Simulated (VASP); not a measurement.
# C in VASP: notebook

C is run at these levels: PBEsol+D3(BJ); tasks: single point.

Program: VASP 6.6.1. These are calculated values, not measurements. Logs are shortened: lines on timing, memory, paths and dates and some standing lists are left out, and cuts for length are marked.

## Step 1: The cell of the first run

It takes space group P-3m1 (No. 164, trigonal). Conventional cell: a = 2.458 Å, b = 2.458 Å, c = 3.529 Å, α = 90.00°, β = 90.00°, γ = 120.00°. C (site symmetry 3m) has 3 C at 1.42 Å within 1.9 Å.

## Step 2: Single point, PBEsol+D3(BJ) (atoms displaced along a vibrational mode)

INCAR reads:

```
SYSTEM = C
PREC = Accurate
ENCUT = 520
EDIFF = 1E-6
ISMEAR = 0
SIGMA = 0.15
LREAL = .FALSE.
LASPH = .TRUE.
NELM = 100
ALGO = Normal
ISIF = 2
LWAVE = .FALSE.
LCHARG = .TRUE.
GGA = PS
IVDW = 12
LELF = .TRUE.
LVHAR = .TRUE.
NBANDS = 11
```

KPOINTS reads:

```
Automatic mesh
0
G
  21 21 12
  0 0 0
```

POSCAR reads:

```
C
1.0
    2.4576582469      0.0000000000      0.0000000000
   -1.2288291235      2.1283944757      0.0000000000
    0.0000000000      0.0000000000      3.5294822413
C
2
Direct
    0.3333333333      0.6666666667     -0.0088681563
    0.6666666667      0.3333333333      0.0088681563
```

Potentials or basis: VASP PAW PBE potentials, release 64 (C).

Launch:

```sh
$ cat potpaw_PBE.64/C/POTCAR > POTCAR
$ mpirun -np 1 vasp_std > vasp.out
```

OUTCAR:

```text
SYSTEM = C
   PREC = Accurate
   ENCUT = 520
   EDIFF = 1E-6
   ISMEAR = 0
   LREAL = .FALSE.
   LASPH = .TRUE.
   NELM = 100
   ISIF = 2
   GGA = PS
   IVDW = 12
 IVDW          = 12

 ion  position               nearest neighbor table
   1  0.333  0.667  0.991-   2 1.42   2 1.42   2 1.42
   2  0.667  0.333  0.009-   1 1.42   1 1.42   1 1.42

  LATTYP: Found a hexagonal cell.
 ALAT       =     2.4576582469
 C/A-ratio  =     1.4361159635

  Lattice vectors:

 A1 = (   2.4576582469,   0.0000000000,   0.0000000000)
 A2 = (  -1.2288291235,   2.1283944757,   0.0000000000)
 A3 = (   0.0000000000,   0.0000000000,   3.5294822413)

Analysis of symmetry for initial positions (statically):
=====================================================================
 Subroutine PRICEL returns:
 Original cell was already a primitive cell.

 Routine SETGRP: Setting up the symmetry group for a
 hexagonal supercell.

 Subroutine GETGRP returns: Found 12 space group operations
 (whereof 12 operations were pure point group operations)
 out of a pool of 24 trial point group operations.

The static configuration has the point symmetry D_3d.

Analysis of symmetry for dynamics (positions and initial velocities):
=====================================================================
 Subroutine PRICEL returns:
 Original cell was already a primitive cell.

 Routine SETGRP: Setting up the symmetry group for a
 hexagonal supercell.

 Subroutine GETGRP returns: Found 12 space group operations
 (whereof 12 operations were pure point group operations)
 out of a pool of 24 trial point group operations.

The dynamic configuration has the point symmetry D_3d.

 Subroutine INISYM returns: Found 12 space group operations
 (whereof 12 operations are pure point group operations),
 and found     1 'primitive' translations

----------------------------------------------------------------------------------------

                                     Primitive cell

  volume of cell :      18.4622

  direct lattice vectors                    reciprocal lattice vectors
     2.457658247  0.000000000  0.000000000     0.406891398  0.234918858  0.000000000
    -1.228829123  2.128394476  0.000000000     0.000000000  0.469837716  0.000000000
     0.000000000  0.000000000  3.529482241     0.000000000  0.000000000  0.283327676

  length of vectors
     2.457658247  2.457658247  3.529482241     0.469837716  0.469837716  0.283327676

  position of ions in fractional coordinates (direct lattice)
     0.333333333  0.666666667  0.991131844
     0.666666667  0.333333333  0.008868156

  ion indices of the primitive-cell ions
   primitive index   ion index
                 1           1
                 2           2

----------------------------------------------------------------------------------------

 KPOINTS: Automatic mesh

Automatic generation of k-mesh.
 Grid dimensions read from file:
 generate k-points for:   21   21   12

 Generating k-lattice:

  Cartesian coordinates                     Fractional coordinates (reciprocal lattice)
     0.019375781  0.011186612  0.000000000     0.047619048  0.000000000  0.000000000
     0.000000000  0.022373225  0.000000000     0.000000000  0.047619048  0.000000000
     0.000000000  0.000000000  0.023610640     0.000000000  0.000000000  0.083333333

  Length of vectors
     0.022373225  0.022373225  0.023610640

  Shift w.r.t. Gamma in fractional coordinates (k-lattice)
     0.000000000  0.000000000  0.000000000

 Subroutine IBZKPT returns following result:
 ===========================================

 Found    521 irreducible k-points:

 Following reciprocal coordinates:
            Coordinates               Weight
  0.000000  0.000000  0.000000      1.000000
  0.047619  0.000000  0.000000      6.000000
  0.095238 -0.000000  0.000000      6.000000
  0.142857  0.000000  0.000000      6.000000
  0.190476 -0.000000  0.000000      6.000000
  0.238095  0.000000  0.000000      6.000000
[... 16 lines left out ...]
  0.142857  0.095238  0.000000     12.000000
  0.190476  0.095238  0.000000     12.000000
 [... further k-points ...]
   k-points           NKPTS =    521   k-points in BZ     NKDIM =    521   number of bands    NBANDS=     11
   number of dos      NEDOS =    301   number of ions     NIONS =      2
   total plane-waves  NPLWV =   9072
   dimension x,y,z NGX =    18 NGY =   18 NGZ =   28
   dimension x,y,z NGXF=    36 NGYF=   36 NGZF=   56
   ions per type =               2
   NGX,Y,Z   is equivalent  to a cutoff of  12.18, 12.18, 13.19 a.u.
   NGXF,Y,Z  is equivalent  to a cutoff of  24.35, 24.35, 26.38 a.u.
 SYSTEM =  C
   PREC   = accura    normal or accurate (medium, high low for compatibility)
   ISTART =      0    job   : 0-new  1-cont  2-samecut
   ICHARG =      2    charge: 1-file 2-atom 10-const
   ISPIN  =      1    spin polarized calculation?
   LNONCOLLINEAR =      F non collinear calculations
   LSORBIT =      F    spin-orbit coupling
   LASPH  =      T    aspherical Exc in radial PAW
   ENCUT  =  520.0 eV  38.22 Ry    6.18 a.u.   4.57  4.57  6.56*2*pi/ulx,y,z
   NELM   =    100;   NELMIN=  2; NELMDL= -5     # of ELM steps
   EDIFF  = 0.1E-05   stopping-criterion for ELM
   LREAL  =      F    real-space projection
   EDIFFG = 0.1E-04   stopping-criterion for IOM
   NSW    =      0    number of steps for IOM
   IBRION =     -1    ionic relax: 0-MD 1-quasi-New 2-CG
   NFREE  =      0    steps in history (QN), initial steepest desc. (CG)
   ISIF   =      2    stress and relaxation
   ISYM   =      2    0-nonsym 1-usesym 2-fastsym
   POTIM  = 0.5000    time-step for ionic-motion
   TEBEG  =    0.0;   TEEND  =   0.0 temperature during run
   PSTRESS=    0.0 pullay stress
   NELECT =       8.0000    total number of electrons
   NUPDOWN=      -1.0000    fix difference up-down
   EMIN   =  10.00;   EMAX   =-10.00  energy-range for DOS
   EFERMI =   0.00;   METHOD = LEGACY
   ISMEAR =     0;   SIGMA  =   0.15  broadening in eV -4-tet -1-fermi 0-gaus
   EFERMI_NEDOS =   21; number of points for ismear=-14 and -15
   IALGO  =     38    algorithm
   IMIX   =      4    mixing-type and parameters
     AMIX     =   0.40;   BMIX     =  1.00
     AMIX_MAG =   1.60;   BMIX_MAG =  1.00
  volume/ion in A,a.u.               =       9.23        62.29
  Fermi-wavevector in a.u.,A,eV,Ry     =   1.238825  2.341040 20.880689  1.534687
  Thomas-Fermi vector in A             =   2.373334
   LORBIT       =      0    0 simple, 1 ext, 2 COOP (PROOUT), +10 PAW based schemes
   GGA     = PS    functional components
   LHFCALC =     F    Hartree Fock is set to
   AEXX    =    0.0000 exact exchange contribution
   IVDW    =    12    specifies the selected vdW correction
   LEPSILON=     F    determine dielectric tensor
   LRPA    =     F    only Hartree local field effects (RPA)
 non-spin polarized calculation
 Gauss-broadening in eV      SIGMA  =   0.15
  energy-cutoff  :      520.00
  volume of cell :       18.46
 maximum number of plane-waves:       510
   NGX =  9   NGY =  9   NGZ = 13

 number of electron       7.9999997 magnetization

 Free energy of the ion-electron system (eV)
  ---------------------------------------------------
  ext. energy  EPLUGINS =         0.00000000
  ---------------------------------------------------
  free energy    TOTEN  =       -19.24199373 eV

  energy without entropy =      -19.24181600  energy(sigma->0) =      -19.24190487

 E-fermi :   4.2259     XC(G=0): -10.1994

 val. band max:        4.2198567038   @ k =   0.3333   0.3333   0.2500
 cond. band min:       4.4788958981   @ k =   0.3333   0.3333   0.1667
 fundamental gap:      0.2590391943
 Fermi energy:         4.2259467427

 k-point     1 :       0.0000    0.0000    0.0000
  band No.  band energies     occupation
      1     -15.4040      2.00000
      2      -2.6428      2.00000
      3       1.2806      2.00000
      4       1.2806      2.00000
      5       7.8195      0.00000
      6      12.5727      0.00000
      7      12.5727      0.00000
      8      16.0099      0.00000
      9      16.9288      0.00000
     10      26.2534      0.00000
     11      28.1829      0.00000

 k-point     2 :       0.0476    0.0000    0.0000
  band No.  band energies     occupation
      1     -15.3496      2.00000
      2      -2.5802      2.00000
      3       1.0579      2.00000
      4       1.1620      2.00000
      5       7.8851      0.00000
      6      12.5999      0.00000
      7      12.8085      0.00000
      8      15.8314      0.00000
      9      17.0187      0.00000
     10      26.4206      0.00000
     11      28.0895      0.00000

 k-point     3 :       0.0952   -0.0000    0.0000
  band No.  band energies     occupation
      1     -15.1868      2.00000
      2      -2.3928      2.00000
      3       0.4332      2.00000
      4       0.8377      2.00000
      5       8.0821      0.00000
      6      12.6379      0.00000
      7      13.4823      0.00000
      8      15.3168      0.00000
      9      17.3039      0.00000
     10      26.8663      0.00000
     11      27.7550      0.00000

 k-point     4 :       0.1429    0.0000    0.0000
  band No.  band energies     occupation
      1     -14.9160      2.00000
      2      -2.0835      2.00000
      3      -0.4924      2.00000
      4       0.3805      2.00000
      5       8.4091      0.00000
      6      12.6114      0.00000
      7      14.5141      0.00000
      8      14.5221      0.00000
      9      17.7926      0.00000
     10      27.0425      0.00000
     11      27.4832      0.00000

 k-point     5 :       0.1905   -0.0000    0.0000
  band No.  band energies     occupation
      1     -14.5382      2.00000
      2      -1.7164      2.00000
      3      -1.5508      2.00000
      4      -0.1336      2.00000
      5       8.8605      0.00000
      6      12.4931      0.00000
      7      13.5224      0.00000
      8      15.8152      0.00000
      9      18.4263      0.00000
     10      26.1840      0.00000
     11      27.6678      0.00000
[... 211 lines left out ...]
 k-point    21 :       0.4762    0.0476    0.0000
  band No.  band energies     occupation
      1     -10.0157      2.00000
      2      -9.0541      2.00000
      3      -2.3374      2.00000
      4       2.4760      2.00000
      5       6.5825      0.00000
      6      11.8016      0.00000
      7      15.1166      0.00000
      8      15.3121      0.00000
      9      22.1384      0.00000
     10      23.9779      0.00000
     11      27.0338      0.00000

 k-point    22 :       0.0952    0.0952    0.0000
  band No.  band energies     occupation
      1     -14.7539      2.00000
      2      -1.9004      2.00000
      3      -0.8335      2.00000
      4      -0.0509      2.00000
      5       8.6054      0.00000
      6      13.0216      0.00000
      7      14.0994      0.00000
      8      14.4916      0.00000
      9      18.2616      0.00000
     10      26.4558      0.00000
     11      27.6172      0.00000

 k-point    23 :       0.1429    0.0952    0.0000
  band No.  band energies     occupation
      1     -14.3769      2.00000
      2      -1.8101      2.00000
      3      -1.4443      2.00000
      4      -0.6681      2.00000
      5       9.0543      0.00000
      6      13.0387      0.00000
      7      13.3091      0.00000
      8      15.2353      0.00000
      9      19.1397      0.00000
     10      25.3560      0.00000
     11      27.6384      0.00000

 k-point    24 :       0.1905    0.0952    0.0000
  band No.  band energies     occupation
      1     -13.8948      2.00000
      2      -2.9026      2.00000
      3      -1.2519      2.00000
      4      -0.9181      2.00000
      5       9.5966      0.00000
      6      12.0974      0.00000
      7      13.1753      0.00000
      8      16.2469      0.00000
      9      20.0970      0.00000
     10      24.2368      0.00000
     11      26.8837      0.00000

 [... further k-points ...]

------------------------ aborting loop because EDIFF is reached ----------------------------------------

 Edisp (eV)   -0.20924

 E8    (eV) :    -0.1016

  FORCE on cell =-STRESS in cart. coord.  units (eV):
  Direction    XX          YY          ZZ          XY          YZ          ZX
  --------------------------------------------------------------------------------------
  -------------------------------------------------------------------------------------
  Total       0.11769     0.11769    -0.07745    -0.00000    -0.00000     0.00000
  in kB      10.21317    10.21317    -6.72138    -0.00000    -0.00000     0.00000
  external pressure =        4.57 kB  Pullay stress =        0.00 kB

 VOLUME and BASIS-vectors are now :
 -----------------------------------------------------------------------------
  energy-cutoff  :      520.00
  volume of cell :       18.46
      direct lattice vectors                 reciprocal lattice vectors
     2.457658247  0.000000000  0.000000000     0.406891398  0.234918858  0.000000000
    -1.228829123  2.128394476  0.000000000     0.000000000  0.469837716  0.000000000
     0.000000000  0.000000000  3.529482241     0.000000000  0.000000000  0.283327676

 POSITION                                       TOTAL-FORCE (eV/Angst)
 -----------------------------------------------------------------------------------
     -0.00000      1.41893      3.49818         0.000000      0.000000      1.053392
      1.22883      0.70946      0.03130        -0.000000      0.000000     -1.053392
 -----------------------------------------------------------------------------------
    total drift:                               -0.000000      0.000000      0.000000

  FREE ENERGIE OF THE ION-ELECTRON SYSTEM (eV)
  ---------------------------------------------------
  free  energy   TOTEN  =       -19.4512310745 eV

  energy  without entropy=      -19.4510533389  energy(sigma->0) =      -19.45114221
```

Wall time 74 s (1 thread of Intel Xeon Platinum 8259CL at 2.50GHz (Skylake/Cascade Lake), shared host); peak memory 0.2 GiB.

Results:

```
Free energy                : -19.4512 eV
Pressure                   : 0.5 GPa
Largest force              : 1.053 eV/Å
Band gap on the k mesh     : zero (bands 4 and 5 overlap by 1.01 eV)
Dispersion energy per atom : -0.105 eV
```

Forces on the atoms (eV/Å):
```
C    0.000  0.000  1.053
C    0.000  0.000 -1.053
```

Stress tensor (GPa, compression positive):
```
 1.02  0.00  0.00
 0.00  1.02  0.00
 0.00  0.00 -0.67
```

Levels at points of the mesh, in eV from the Fermi level:
| k point | band 1 | band 2 | band 3 | band 4 | band 5 | band 6 | band 7 | band 8 |
| --- | --- | --- | --- | --- | --- | --- | --- | --- |
| (0.00, 0.00, 0.00) | -19.63 | -6.87 | -2.95 | -2.95 | 3.59 | 8.35 | 8.35 | 11.78 |
| (0.00, 0.00, 0.50) | -19.42 | -8.43 | -2.92 | -2.92 | 8.41 | 8.41 | 9.22 | 11.20 |

Caveat: the cell differs from its parent crystal (atoms displaced along a vibrational mode); the PAW data sets were made with another functional, which shifts forces and pressure a little.

## Step 3: Single point, PBEsol+D3(BJ) (atoms displaced along a vibrational mode)

INCAR reads:

```
SYSTEM = C
PREC     = Accurate       ! precision mode
ENCUT    = 520            ! plane-wave cutoff, eV
EDIFF    = 1E-6           ! SCF threshold, eV
ISMEAR   = 0              ! smearing method
SIGMA    = 0.15           ! smearing width, eV
LREAL    = .FALSE.        ! projectors in reciprocal space
LASPH    = .TRUE.         ! aspherical terms in the spheres
NELM     = 100            ! most SCF steps
ALGO     = Normal         ! electronic algorithm
ISIF     = 2              ! what is computed and relaxed
LWAVE    = .FALSE.        ! write WAVECAR
LCHARG   = .FALSE.        ! write CHGCAR
GGA      = PS             ! functional
IVDW     = 12             ! dispersion correction
NBANDS   = 11             ! bands
```

KPOINTS is that of step 2.

POSCAR reads:

```
C
1.0
    2.4576582469      0.0000000000      0.0000000000
   -1.2288291235      2.1283944757      0.0000000000
    0.0000000000      0.0000000000      3.5294822413
C
2
Direct
    0.3089198495      0.6666666667      0.0000000000
    0.6910801505      0.3333333333      0.0000000000
```

Potentials or basis: VASP PAW PBE potentials, release 64 (C).

Launch:

```sh
$ cat potpaw_PBE.64/C/POTCAR > POTCAR
$ mpirun -np 1 vasp_std > vasp.out
```

Wall time 3 min (1 thread of Intel Xeon Platinum 8259CL at 2.50GHz (Skylake/Cascade Lake), shared host); peak memory 0.34 GiB.

The run converged. Its results:

| Property | Result |
| --- | --- |
| Free energy | -19.0869 eV |
| Pressure | 7.0 GPa |
| Largest force | 6.691 eV/Å |
| Band gap on the k mesh | zero (bands 4 and 5 overlap by 0.54 eV) |
| Dispersion energy per atom | -0.105 eV |

Forces on the atoms (eV/Å):
```
C    6.618  0.986  0.000
C   -6.618 -0.986  0.000
```

Stress tensor (GPa, compression positive):
```
12.12 14.28  0.00
14.28  9.11  0.00
 0.00  0.00 -0.28
```

Levels at points of the mesh, in eV from the Fermi level:
| k point | band 2 | band 3 | band 4 | band 5 | band 6 | band 7 |
| --- | --- | --- | --- | --- | --- | --- |
| (0.00, 0.00, 0.00) | -6.77 | -4.54 | -0.92 | 3.84 | 6.19 | 10.67 |
| (0.00, 0.00, 0.50) | -8.31 | -4.51 | -0.89 | 6.24 | 9.30 | 10.77 |

Caveat: the cell differs from its parent crystal (atoms displaced along a vibrational mode); the cell stands under pressure; the PAW data sets were made with another functional, which shifts forces and pressure a little.

(Part 1 of 2 ends here.)
